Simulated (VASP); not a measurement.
# Si in VASP: relaxation of the atoms with PBE

Aim: the relaxation of the atoms of Si with PBE.

All numbers are computed with VASP 6.6.1; they aren't measurements. Logs are shortened: lines on timing, memory, paths and dates and some standing lists are left out, and cuts for length are marked.

## (1) The cell of the first run

The cell holds a slab with vacuum, 10 atoms: a = 3.868 Å, b = 3.868 Å, c = 27.422 Å, α = 90.00°, β = 90.00°, γ = 120.00°.

## (2) Relaxation of the atoms, PBE

INCAR

```
SYSTEM = Si
PREC = Accurate
ENCUT = 450
EDIFF = 1E-7
ISMEAR = 0
SIGMA = 0.03
LREAL = .FALSE.
LASPH = .TRUE.
NELM = 120
ALGO = Normal
ISIF = 2
LWAVE = .FALSE.
LCHARG = .FALSE.
LDIPOL = .TRUE.
IDIPOL = 3
DIPOL = 0.5 0.5 0.500
GGA = PE
IBRION = 2
NSW = 80
EDIFFG = -0.01
GGA_COMPAT = .FALSE.
NELMIN = 4
NELMDL = -8
```

KPOINTS

```
Automatic mesh
0
G
  9 9 1
  0 0 0
```

POSCAR

```
Si
1.0
    3.8678263084      0.0000000000      0.0000000000
   -1.9339131039      3.3496358816      0.0000000000
    0.0000000000      0.0000000000     27.4217460948
Si
10
Direct
    0.0000000000      0.0000000000      0.2552718553
    0.6666670000      0.3333330000      0.2840636174
    0.6666670000      0.3333330000      0.3704389038
    0.3333330000      0.6666670000      0.3992306659
    0.3333330000      0.6666670000      0.4856059523
    0.0000000000      0.0000000000      0.5143977145
    0.0000000000      0.0000000000      0.6007693341
    0.6666670000      0.3333330000      0.6295610962
    0.6666670000      0.3333330000      0.7159363826
    0.3333330000      0.6666670000      0.7447281447
```

Potentials or basis: VASP PAW PBE potentials, release 64 (Si).

Started as:

```sh
$ cat potpaw_PBE.64/Si/POTCAR > POTCAR
$ mpirun -np 1 vasp_std > vasp.out
```

OUTCAR:

```text
SYSTEM = Si
   PREC = Accurate
   ENCUT = 450
   EDIFF = 1E-7
   ISMEAR = 0
   LREAL = .FALSE.
   LASPH = .TRUE.
   NELM = 120
   ISIF = 2
   GGA = PE
   IBRION = 2
   NSW = 80
   EDIFFG = -0.01
   NELMIN = 4
   NELMDL = -8

 ion  position               nearest neighbor table
   1  0.000  0.000  0.255-   2 2.37   2 2.37   2 2.37
   2  0.667  0.333  0.284-   1 2.37   1 2.37   1 2.37   3 2.37
   3  0.667  0.333  0.370-   4 2.37   4 2.37   4 2.37   2 2.37
   4  0.333  0.667  0.399-   3 2.37   3 2.37   3 2.37   5 2.37
   5  0.333  0.667  0.486-   6 2.37   6 2.37   6 2.37   4 2.37
   6  0.000  0.000  0.514-   7 2.37   5 2.37   5 2.37   5 2.37
   7  0.000  0.000  0.601-   6 2.37   8 2.37   8 2.37   8 2.37
   8  0.667  0.333  0.630-   7 2.37   7 2.37   7 2.37   9 2.37
   9  0.667  0.333  0.716-  10 2.37  10 2.37  10 2.37   8 2.37
  10  0.333  0.667  0.745-   9 2.37   9 2.37   9 2.37

  LATTYP: Found a hexagonal cell.
 ALAT       =     3.8678263084
 C/A-ratio  =     7.0897046321

  Lattice vectors:

 A1 = (   3.8678263084,   0.0000000000,   0.0000000000)
 A2 = (  -1.9339131039,   3.3496358816,   0.0000000000)
 A3 = (   0.0000000000,   0.0000000000,  27.4217460948)

Analysis of symmetry for initial positions (statically):
=====================================================================
 Subroutine PRICEL returns:
 Original cell was already a primitive cell.

 Routine SETGRP: Setting up the symmetry group for a
 hexagonal supercell.

 Subroutine GETGRP returns: Found 12 space group operations
 (whereof  6 operations were pure point group operations)
 out of a pool of 24 trial point group operations.

The static configuration has the point symmetry C_3v.
 The point group associated with its full space group is D_3d.

Analysis of symmetry for dynamics (positions and initial velocities):
=====================================================================
 Subroutine PRICEL returns:
 Original cell was already a primitive cell.

 Routine SETGRP: Setting up the symmetry group for a
 hexagonal supercell.

 Subroutine GETGRP returns: Found 12 space group operations
 (whereof  6 operations were pure point group operations)
 out of a pool of 24 trial point group operations.

The dynamic configuration has the point symmetry C_3v.
 The point group associated with its full space group is D_3d.

 Subroutine INISYM returns: Found 12 space group operations
 (whereof  6 operations are pure point group operations),
 and found     1 'primitive' translations

----------------------------------------------------------------------------------------

                                     Primitive cell

  volume of cell :     355.2709

  direct lattice vectors                    reciprocal lattice vectors
     3.867826308  0.000000000  0.000000000     0.258543151  0.149269952  0.000000000
    -1.933913104  3.349635882  0.000000000     0.000000000  0.298539912  0.000000000
     0.000000000  0.000000000 27.421746095     0.000000000  0.000000000  0.036467408

  length of vectors
     3.867826308  3.867826319 27.421746095     0.298539912  0.298539912  0.036467408

  position of ions in fractional coordinates (direct lattice)
     0.000000000  0.000000000  0.255271855
     0.666667000  0.333333000  0.284063617
     0.666667000  0.333333000  0.370438904
     0.333333000  0.666667000  0.399230666
     0.333333000  0.666667000  0.485605952
     0.000000000  0.000000000  0.514397714
     0.000000000  0.000000000  0.600769334
     0.666667000  0.333333000  0.629561096
     0.666667000  0.333333000  0.715936383
     0.333333000  0.666667000  0.744728145

  ion indices of the primitive-cell ions
   primitive index   ion index
                 1           1
                 2           2
                 3           3
                 4           4
                 5           5
                 6           6
                 7           7
                 8           8
                 9           9
                10          10

----------------------------------------------------------------------------------------

 KPOINTS: Automatic mesh

Automatic generation of k-mesh.
 Grid dimensions read from file:
 generate k-points for:    9    9    1

 Generating k-lattice:

  Cartesian coordinates                     Fractional coordinates (reciprocal lattice)
     0.028727017  0.016585550  0.000000000     0.111111111  0.000000000  0.000000000
     0.000000000  0.033171101  0.000000000     0.000000000  0.111111111  0.000000000
     0.000000000  0.000000000  0.036467408     0.000000000  0.000000000  1.000000000

  Length of vectors
     0.033171101  0.033171101  0.036467408

  Shift w.r.t. Gamma in fractional coordinates (k-lattice)
     0.000000000  0.000000000  0.000000000

 Subroutine IBZKPT returns following result:
 ===========================================

 Found     12 irreducible k-points:

 Following reciprocal coordinates:
            Coordinates               Weight
  0.000000  0.000000  0.000000      1.000000
  0.111111  0.000000  0.000000      6.000000
  0.222222 -0.000000  0.000000      6.000000
  0.333333 -0.000000  0.000000      6.000000
  0.444444 -0.000000  0.000000      6.000000
  0.111111  0.111111  0.000000      6.000000
  0.222222  0.111111  0.000000     12.000000
  0.333333  0.111111  0.000000     12.000000
  0.444444  0.111111  0.000000      6.000000
  0.222222  0.222222  0.000000      6.000000
  0.333333  0.222222  0.000000     12.000000
  0.333333  0.333333  0.000000      2.000000
   k-points           NKPTS =     12   k-points in BZ     NKDIM =     12   number of bands    NBANDS=     26
   number of dos      NEDOS =    301   number of ions     NIONS =     10
   total plane-waves  NPLWV = 150528
   dimension x,y,z NGX =    28 NGY =   28 NGZ =  192
   dimension x,y,z NGXF=    56 NGYF=   56 NGZF=  384
   ions per type =              10
   NGX,Y,Z   is equivalent  to a cutoff of  12.03, 12.03, 11.64 a.u.
   NGXF,Y,Z  is equivalent  to a cutoff of  24.07, 24.07, 23.28 a.u.
 SYSTEM =  Si
   PREC   = accura    normal or accurate (medium, high low for compatibility)
   ISTART =      0    job   : 0-new  1-cont  2-samecut
   ICHARG =      2    charge: 1-file 2-atom 10-const
   ISPIN  =      1    spin polarized calculation?
   LNONCOLLINEAR =      F non collinear calculations
   LSORBIT =      F    spin-orbit coupling
   LASPH  =      T    aspherical Exc in radial PAW
   ENCUT  =  450.0 eV  33.07 Ry    5.75 a.u.   6.69  6.69 47.43*2*pi/ulx,y,z
   NELM   =    120;   NELMIN=  4; NELMDL= -8     # of ELM steps
   EDIFF  = 0.1E-06   stopping-criterion for ELM
   LREAL  =      F    real-space projection
   EDIFFG = -.1E-01   stopping-criterion for IOM
   NSW    =     80    number of steps for IOM
   IBRION =      2    ionic relax: 0-MD 1-quasi-New 2-CG
   NFREE  =      1    steps in history (QN), initial steepest desc. (CG)
   ISIF   =      2    stress and relaxation
   ISYM   =      2    0-nonsym 1-usesym 2-fastsym
   POTIM  = 0.5000    time-step for ionic-motion
   TEBEG  =    0.0;   TEEND  =   0.0 temperature during run
   PSTRESS=    0.0 pullay stress
   NELECT =      40.0000    total number of electrons
   NUPDOWN=      -1.0000    fix difference up-down
   EMIN   =  10.00;   EMAX   =-10.00  energy-range for DOS
   EFERMI =   0.00;   METHOD = LEGACY
   ISMEAR =     0;   SIGMA  =   0.03  broadening in eV -4-tet -1-fermi 0-gaus
   EFERMI_NEDOS =   21; number of points for ismear=-14 and -15
   IALGO  =     38    algorithm
   IMIX   =      4    mixing-type and parameters
     AMIX     =   0.40;   BMIX     =  1.00
     AMIX_MAG =   1.60;   BMIX_MAG =  1.00
  volume/ion in A,a.u.               =      35.53       239.75
  Fermi-wavevector in a.u.,A,eV,Ry     =   0.790512  1.493850  8.502399  0.624909
  Thomas-Fermi vector in A             =   1.895868
   LORBIT       =      0    0 simple, 1 ext, 2 COOP (PROOUT), +10 PAW based schemes
   GGA     = PE    functional components
   LHFCALC =     F    Hartree Fock is set to
   AEXX    =    0.0000 exact exchange contribution
   IVDW    =     0    specifies the selected vdW correction
   LEPSILON=     F    determine dielectric tensor
   LRPA    =     F    only Hartree local field effects (RPA)
 conjugate gradient relaxation of ions
 non-spin polarized calculation
 Gauss-broadening in eV      SIGMA  =   0.03
  energy-cutoff  :      450.00
  volume of cell :      355.27
 maximum number of plane-waves:      7799
 NGX is ok and might be reduce to    28
   NGX = 13   NGY = 13   NGZ = 95

--------------------------------------- Ionic step        1  -------------------------------------------

 number of electron      40.0000000 magnetization

 Free energy of the ion-electron system (eV)
  ---------------------------------------------------
  ext. energy  EPLUGINS =         0.00000000
  ---------------------------------------------------
  free energy    TOTEN  =       -51.58044096 eV

  energy without entropy =      -51.57474140  energy(sigma->0) =      -51.57759118

------------------------ aborting loop because EDIFF is reached ----------------------------------------

  FORCE on cell =-STRESS in cart. coord.  units (eV):
  Direction    XX          YY          ZZ          XY          YZ          ZX
  --------------------------------------------------------------------------------------
  -------------------------------------------------------------------------------------
  Total       -0.5052962     -0.5052962     -1.0339672     -0.0000000      0.0000000     -0.0000000
  in kB       -2.2787512     -2.2787513     -4.6629168     -0.0000000      0.0000000     -0.0000000
  external PRESSURE =      -3.0734731 kB  Pullay stress =       0.0000000 kB
[... 113 lines left out ...]
  FREE ENERGIE OF THE ION-ELECTRON SYSTEM (eV)
  ---------------------------------------------------
  free  energy   TOTEN  =       -51.6649003194 eV

  energy  without entropy=      -51.6593730626  energy(sigma->0) =      -51.66213669

[... ionic steps 4 to 13 ...]

--------------------------------------- Ionic step       14  -------------------------------------------

 number of electron      40.0000000 magnetization

------------------------ aborting loop because EDIFF is reached ----------------------------------------

  FORCE on cell =-STRESS in cart. coord.  units (eV):
  Direction    XX          YY          ZZ          XY          YZ          ZX
  --------------------------------------------------------------------------------------
  -------------------------------------------------------------------------------------
  Total        1.0371427      1.0371428     -0.0499764      0.0000000      0.0000000     -0.0000000
  in kB        4.6772377      4.6772378     -0.2253802      0.0000001      0.0000000     -0.0000000
  external PRESSURE =       3.0430318 kB  Pullay stress =       0.0000000 kB
[... 73 lines left out ...]
  energy  without entropy=      -51.6916905090  energy(sigma->0) =      -51.69384286

--------------------------------------- Ionic step       16  -------------------------------------------

 number of electron      40.0000000 magnetization

 dipolmoment           0.000000      0.000000     -0.000425 electrons x Angstroem

 Free energy of the ion-electron system (eV)
  ---------------------------------------------------
  ext. energy  EPLUGINS =         0.00000000
  ---------------------------------------------------
  free energy    TOTEN  =       -51.69602122 eV

  energy without entropy =      -51.69172489  energy(sigma->0) =      -51.69387305

 E-fermi :   1.3687     XC(G=0):  -5.8496

 val. band max:        1.3381673444   @ k =   0.2222   0.2222   0.0000
 cond. band min:       1.3765275296   @ k =   0.3333   0.1111   0.0000
 fundamental gap:      0.0383601852
 Fermi energy:         1.3686899214

 k-point     1 :       0.0000    0.0000    0.0000
  band No.  band energies     occupation
      1     -10.5978      2.00000
      2     -10.2824      2.00000
      3      -9.7835      2.00000
      4      -9.1216      2.00000
      5      -8.5821      2.00000
      6      -5.1668      2.00000
[... 337 lines left out ...]
     25       4.7180      0.00000
     26       4.9952      0.00000

------------------------ aborting loop because EDIFF is reached ----------------------------------------

 vacuum level on the upper side and lower side of the slab       (xc-potential included)        -0.034        -0.028

  FORCE on cell =-STRESS in cart. coord.  units (eV):
  Direction    XX          YY          ZZ          XY          YZ          ZX
  --------------------------------------------------------------------------------------
  -------------------------------------------------------------------------------------
  Total        1.0488460      1.0488461     -0.0483067      0.0000000      0.0000000      0.0000000
  in kB        4.7300165      4.7300167     -0.2178504      0.0000001      0.0000000      0.0000000
  external PRESSURE =       3.0807276 kB  Pullay stress =       0.0000000 kB

 VOLUME and BASIS-vectors are now :
 -----------------------------------------------------------------------------
  energy-cutoff  :      450.00
  volume of cell :      355.27
      direct lattice vectors                 reciprocal lattice vectors
     3.867826308  0.000000000  0.000000000     0.258543151  0.149269952  0.000000000
    -1.933913104  3.349635882  0.000000000     0.000000000  0.298539912  0.000000000
     0.000000000  0.000000000 27.421746095     0.000000000  0.000000000  0.036467408
[... 16 lines left out ...]
  FREE ENERGIE OF THE ION-ELECTRON SYSTEM (eV)
  ---------------------------------------------------
  free  energy   TOTEN  =       -51.6960212171 eV

  energy  without entropy=      -51.6917248876  energy(sigma->0) =      -51.69387305

 reached required accuracy - stopping structural energy minimisation

 vacuum level on the upper side and lower side of the slab         5.938         5.944
```

Wall time 18 min (1 thread of Intel Xeon Platinum 8259CL at 2.50GHz (Skylake/Cascade Lake), shared host); peak memory 0.42 GiB.

Results:

- Free energy: -51.6960 eV
- Energy gained by relaxing: 11.6 meV/atom
- Ionic steps: 16
- Largest force after relaxing: 0.005 eV/Å
- Band gap on the k mesh: zero (bands 20 and 21 overlap by 0.45 eV)

Forces in eV/Å, atoms in the order of the input:
```
Si   0.000  0.000  0.005
Si   0.000  0.000 -0.001
Si   0.000  0.000 -0.004
Si   0.000  0.000  0.000
Si   0.000  0.000 -0.001
Si   0.000  0.000  0.001
Si   0.000  0.000  0.000
Si   0.000  0.000  0.004
Si   0.000  0.000  0.001
Si   0.000  0.000 -0.005
```

Step by step:
| step | energy change (eV) | largest force (eV/Å) | pressure (GPa) |
| --- | --- | --- | --- |
| 1 | 0.0000 | 0.7630 | -0.31 |
| 2 | -0.0740 | 0.3919 | -0.22 |
| 3 | -0.0845 | 0.3261 | -0.16 |
| 4 | -0.0994 | 0.1486 | -0.10 |
| 5 | -0.1043 | 0.1967 | -0.05 |
| 6 | -0.1092 | 0.0666 | 0.01 |
| 7 | -0.1095 | 0.0837 | 0.02 |
| 8 | -0.1109 | 0.0362 | 0.05 |
| 9 | -0.1111 | 0.0499 | 0.07 |
| 10 | -0.1120 | 0.0415 | 0.09 |
| 11 | -0.1140 | 0.0433 | 0.17 |
| 12 | -0.1147 | 0.0696 | 0.33 |
| 13 | -0.1150 | 0.0577 | 0.28 |
| 14 | -0.1156 | 0.0128 | 0.30 |
| 15 | -0.1156 | 0.0122 | 0.31 |
| 16 | -0.1156 | 0.0054 | 0.31 |

Final structure:
```yaml
crystal:
  lattice:
    - [3.86783, 0.00000, 0.00000]
    - [-1.93391, 3.34964, 0.00000]
    - [0.00000, 0.00000, 27.42175]
  atoms:
    - { symbol: Si, position: [0.00000, 0.00000, 0.26094] }
    - { symbol: Si, position: [0.66667, 0.33333, 0.28384] }
    - { symbol: Si, position: [0.66667, 0.33333, 0.37088] }
    - { symbol: Si, position: [0.33333, 0.66667, 0.39906] }
    - { symbol: Si, position: [0.33333, 0.66667, 0.48567] }
    - { symbol: Si, position: [0.00000, 0.00000, 0.51433] }
    - { symbol: Si, position: [0.00000, 0.00000, 0.60094] }
    - { symbol: Si, position: [0.66667, 0.33333, 0.62912] }
    - { symbol: Si, position: [0.66667, 0.33333, 0.71616] }
    - { symbol: Si, position: [0.33333, 0.66667, 0.73906] }
```

Levels at points of the mesh, in eV from the Fermi level:
| k point | band 16 | band 17 | band 18 | band 19 | band 20 | band 21 | band 22 | band 23 | band 24 | band 25 |
| --- | --- | --- | --- | --- | --- | --- | --- | --- | --- | --- |
| (0.00, 0.00, 0.00) | -0.65 | -0.65 | -0.37 | -0.37 | 0.07 | 0.68 | 1.28 | 1.54 | 1.84 | 2.40 |
